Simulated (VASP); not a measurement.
Set up this calculation in VASP 6.6.1, as the native input.

- Task: single point
- Functional: PBE
- Potentials or basis: VASP PAW PBE potentials, release 64 (Ge_d, W_sv)
- Cutoff: 520 eV
- k mesh: 6 × 6 × 6
- Occupations: gaussian, width 0.1 eV
- Spin: no spin polarisation
- Dipole correction: no
- Further INCAR settings: ALGO = Fast; EDIFF = 1e-06; NBANDS = 28

The structure of GeW2 lies in POSCAR:

```
GeW2
1.0
   -1.6320902522      1.6320902522      4.4031889547
    1.6320902522     -1.6320902522      4.4031889547
    1.6320902522      1.6320902522     -4.4031889547
Ge W
1 2
Direct
    0.0000000000      0.0000000000      0.0000000000
    0.6684054494      0.6684054494      0.0000000000
    0.3315945506      0.3315945506      0.0000000000
```

The input as run:

INCAR

```
SYSTEM = GeW2
PREC     = Accurate       ! precision mode
ENCUT    = 520            ! plane-wave cutoff, eV
EDIFF    = 1E-6           ! SCF threshold, eV
ISMEAR   = 0              ! smearing method
SIGMA    = 0.1            ! smearing width, eV
LREAL    = .FALSE.        ! projectors in reciprocal space
LASPH    = .TRUE.         ! aspherical terms in the spheres
NELM     = 80             ! most SCF steps
ALGO     = Fast           ! electronic algorithm
ISIF     = 2              ! what is computed and relaxed
LWAVE    = .FALSE.        ! write WAVECAR
LCHARG   = .TRUE.         ! write CHGCAR
GGA      = PE             ! functional
LELF     = .TRUE.         ! ELF
LVHAR    = .TRUE.       
NBANDS   = 28             ! bands
```

KPOINTS

```
Automatic mesh
0
G
  6 6 6
  0 0 0
```

Potentials or basis: VASP PAW PBE potentials, release 64 (Ge_d, W_sv).

Run with:

```console
$ cat potpaw_PBE.64/Ge_d/POTCAR potpaw_PBE.64/W_sv/POTCAR > POTCAR
$ mpirun -np 1 vasp_std > vasp.out
```

It gave:

```yaml
Pressure: 0.5 GPa
Largest_force: 0.018 eV/Å
Band_gap_on_the_k_mesh: zero (band 21 reaches 11.32 eV, above the bottom of band 22 at 10.53 eV)
```

Caveat: the k points lie up to 0.45 Å⁻¹ apart; spin-orbit coupling is left out, which moves the levels of the heavy elements.

It took 3.1 min on 1 thread of Intel(R) Xeon(R) Platinum 8259CL CPU @ 2.50GHz (Skylake/Cascade Lake), with other jobs on the host, peak memory 0.25 GiB.
